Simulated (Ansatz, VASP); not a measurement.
# PbS in VASP and in Ansatz

```
CELL_PARAMETERS angstrom
0.00000 2.96575 2.96575
2.96575 0.00000 2.96575
2.96575 2.96575 0.00000
ATOMIC_POSITIONS crystal
Pb 0.00000 0.00000 0.00000
S 0.50000 0.50000 0.50000
```

Alike in both runs: task single point; functional HSE06; k mesh 4 × 4 × 4; occupations fermi-dirac, width 0.05 eV; no spin polarisation.

```csv
,VASP,Ansatz
version,VASP 6.6.1,Ansatz 0.2.0
potentials or method,"VASP PAW PBE potentials, release 64 (Pb_d, S), cutoff 520 eV",all-electron PAW datasets made for the crystal
```

```tsv
	VASP	Ansatz	Ansatz less VASP
gap on the k mesh at the Fermi level (eV)	0.80	0.79	-0.011
least direct gap on the mesh (eV)	0.80	0.79	-0.011
pressure (GPa)	1.1	1.3	+0.14
```

Ansatz ran all-electron here, and VASP with PAW potentials.

The k mesh is coarse, so the values compare programs but aren't converged. Neither program's run includes spin-orbit coupling.
